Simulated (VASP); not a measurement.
Input of a VASP 6.6.1 run:

The input INCAR:

```
SYSTEM = ScB2N3
PREC = Accurate ; ENCUT = 520
EDIFF = 1E-7 ; ISMEAR = 0
SIGMA = 0.1 ; LREAL = .FALSE.
LASPH = .TRUE. ; NELM = 80
ALGO = Normal ; ISIF = 2
LWAVE = .FALSE. ; LCHARG = .FALSE.
GGA = PE ; NBANDS = 44
```

The input KPOINTS:

```
Automatic mesh
0
G
  6 6 1
  0 0 0
```

The input POSCAR:

```
ScB2N3
1.0
    2.8097297700      0.0000000000      0.0000000000
   -1.4048648900      2.4332973600      0.0000000000
    0.0000000000      0.0000000000     17.2186101800
Sc B N
2 4 6
Direct
    0.0000000000      0.0000000000      0.7500000000
    0.0000000000      0.0000000000      0.2500000000
    0.3333333300      0.6666666700      0.4305412200
    0.6666666700      0.3333333300      0.9305412200
    0.3333333300      0.6666666700      0.0694587800
    0.6666666700      0.3333333300      0.5694587800
    0.6666666700      0.3333333300      0.3661594700
    0.3333333300      0.6666666700      0.8661594700
    0.3333333300      0.6666666700      0.6338405300
    0.6666666700      0.3333333300      0.1338405300
    0.0000000000      0.0000000000      0.5000000000
    0.0000000000      0.0000000000      0.0000000000
```

Potentials or basis: VASP PAW PBE potentials, release 64 (Sc_sv, B, N).

Launch:

```bash
$ cat potpaw_PBE.64/Sc_sv/POTCAR potpaw_PBE.64/B/POTCAR potpaw_PBE.64/N/POTCAR > POTCAR
$ mpirun -np 1 vasp_std > vasp.out
```

(1) What does it give for the band gap on the k mesh?

(2) Predict the largest force.

Results:

(1) zero (band 32 reaches 5.20 eV, above the bottom of band 33 at 4.69 eV).

(2) 2.054 eV/Å.

Caveat: the k points lie up to 0.43 Å⁻¹ apart; forces of over 1 eV/Å act on the atoms, so gaps and moduli don't describe the material at rest.
